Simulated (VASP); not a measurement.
Input of a VASP 6.6.1 run:

The input INCAR:

```
PREC = Accurate
ENCUT = 520
EDIFF = 1E-7
ISMEAR = 0
SIGMA = 0.15
LREAL = False
LASPH = True
NELM = 80
ALGO = Normal
ISIF = 2
LWAVE = False
LCHARG = False
GGA = PE
NBANDS = 12
```

The input KPOINTS:

```
Automatic mesh
0
Gamma
  20 20 20
```

Contents of POSCAR:

```
Au
1.0
    0.0000000000      2.0455000000      2.1477750000
    2.0455000000      0.0000000000      2.1477750000
    2.0455000000      2.0455000000      0.0000000000
Au
1
Direct
    0.0000000000      0.0000000000      0.0000000000
```

Potentials or basis: VASP PAW PBE potentials, release 64 (Au).

Command:

```bash
$ cat potpaw_PBE.64/Au/POTCAR > POTCAR
$ mpirun -np 1 vasp_std > vasp.out
```

(1) What does it give for the pressure?

Answers

(1) -0.1 GPa.

Caveat: the cell differs from its parent crystal (strain +0.000 along x and y, +0.050 along z).
